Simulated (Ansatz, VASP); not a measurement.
# Si in VASP and in Ansatz

Contents of INCAR:

```
SYSTEM = Si
  PREC = Accurate
  ENCUT = 500
  EDIFF = 1E-6
  ISMEAR = -1
  SIGMA = 0.05
  LREAL = .False.
  LASPH = .True.
  NELM = 120
  ALGO = Normal
  ISIF = 2
  LWAVE = .False.
  LCHARG = .False.
  GGA = CA
  NBANDS = 11
  GGA_COMPAT = .False.
```

File KPOINTS:

```
regular mesh
0
Gamma
  11 11 11
  0 0 0
```

The input POSCAR:

```
Si
1.0
    0.0000000000      2.7009645354      2.7009645354
    2.7009645354      0.0000000000      2.7009645354
    2.7009645354      2.7009645354      0.0000000000
Si
2
Direct
    0.5000000000      0.5000000000      0.5000000000
    0.7500000000      0.7500000000      0.7500000000
```

Input for Ansatz:

```yaml
crystal:
  lattice:
    - [0.0, 2.7009645354, 2.7009645354]
    - [2.7009645354, 0.0, 2.7009645354]
    - [2.7009645354, 2.7009645354, 0.0]
  atoms:
    - { symbol: Si, position: [0.5, 0.5, 0.5] }
    - { symbol: Si, position: [0.75, 0.75, 0.75] }
kpoints:
  mp_grid: { grid: [11, 11, 11] }
scf:
  occupations: { method: fermi_dirac, width: 0.05 }
hamiltonian:
  xc: lda
  pseudopotentials: { kind: all_electron, datasets: crystal }
output:
  forces: true
  stress: true
  eigenvalues: true
```

Alike in both runs: task single point; functional LDA; k mesh 11 × 11 × 11; occupations fermi-dirac, width 0.05 eV; no spin polarisation.

```csv
,VASP,Ansatz
version,VASP 6.6.1,Ansatz 0.2.0
potentials or method,"VASP PAW LDA potentials, release 64 (Si), cutoff 500 eV","all-electron PAW with datasets made for the crystal, scalar-relativistic"
```

```csv
,VASP,Ansatz,Ansatz less VASP
pressure (GPa),0.0,-0.1,-0.11
```

LDA's correlation is that of Perdew and Zunger in VASP and of Perdew and Wang (1992) in Ansatz. Ansatz ran all-electron here, and VASP with PAW potentials.
